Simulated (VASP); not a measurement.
SiC, 2 atoms in the cell. The structure is cubic, space group F-43m (No. 216). Conventional cell: a = 4.358 Å, b = 4.358 Å, c = 4.358 Å, α = 90.00°, β = 90.00°, γ = 90.00°. Si (site symmetry -43m) has 4 C at 1.89 Å within 2.5 Å. Within 2.5 Å of C (site symmetry -43m) lie 4 Si at 1.89 Å. 

| Quantity | Value |
| --- | --- |
| Program | VASP 6.6.1 |
| Task | relaxation of cell and atoms |
| Functional | PBEsol |
| Dispersion | D3(BJ) |
| Potentials or basis | VASP PAW PBE potentials, release 64 (Si, C) |
| Cutoff | 600 eV |
| k mesh | 10 × 10 × 10 |
| Occupations | fermi-dirac, width 0.05 eV |
| Spin | no spin polarisation |
| Dipole correction | no |
| Further INCAR settings | ALGO = Normal; EDIFF = 1e-07; IBRION = 2; EDIFFG = -0.01; NSW = 60; ISIF = 3 |

Potentials or basis: VASP PAW PBE potentials, release 64 (Si, C).

Launch:

```bash
$ cat potpaw_PBE.64/Si/POTCAR potpaw_PBE.64/C/POTCAR > POTCAR
$ mpirun -np 1 vasp_std > vasp.out
```

Hardware: 1 thread of AMD EPYC 7R43 64-Core Processor (Zen 3), with other jobs on the host.

Task: Estimate the wall time of this run.

Result: Wall time 49 s on 1 thread of AMD EPYC 7R43 64-Core Processor (Zen 3) (shared host), peak memory 0.13 GiB. Counts: scf iterations 29, k points 47, ion steps 3.
